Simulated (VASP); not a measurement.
A run of VASP 6.6.1:

File POSCAR:

```
NaF
1.0
    2.1963123105      2.1963123105      0.0000000000
   -2.1963123105      2.1963123105      0.0000000000
    0.0000000000      2.1963123105      2.1963123105
Na F
1 1
Direct
    0.0000000000      0.0000000000      0.0000000000
    0.5000000000      0.5000000000      0.0000000000
```

INCAR.step1

```
SYSTEM = NaF
ALGO = Normal
EDIFF = 1E-4
ENCUT = 520
GGA = PE
ISMEAR = 0
LASPH = .True.
LCHARG = .False.
LREAL = .False.
LWAVE = .True.
NBANDS = 14
NELM = 60
PREC = Accurate
SIGMA = 0.01
```

File INCAR.step2:

```
SYSTEM = NaF
ALGO = Normal
EDIFF = 1E-6
ENCUT = 520
ISIF = 2
ISMEAR = 0
ISTART = 1
LASPH = .True.
LCHARG = .False.
LMIXTAU = .True.
LREAL = .False.
LWAVE = .False.
METAGGA = R2SCAN
NBANDS = 14
NELM = 60
PREC = Accurate
SIGMA = 0.01
```

The input KPOINTS:

```
k-points
0
Gamma
  8 8 8
  0 0 0
```

Potentials or basis: VASP PAW PBE potentials, release 64 (Na_pv, F).

Launch:

```console
$ cat potpaw_PBE.64/Na_pv/POTCAR potpaw_PBE.64/F/POTCAR > POTCAR
$ cp INCAR.step1 INCAR
$ mpirun -np 1 vasp_std > vasp.out
$ cp INCAR.step2 INCAR
$ mpirun -np 1 vasp_std > vasp.out
```

Hardware: 1 thread of AMD EPYC 7R43 64-Core Processor (Zen 3), with other jobs on the host.

**Question.** How long does it take, and how much memory?

**Answer.** Run time: 27 s on 1 thread of AMD EPYC 7R43 64-Core Processor (Zen 3), with other jobs on the host, peak memory 0.1 GiB. Counts: k points 29.
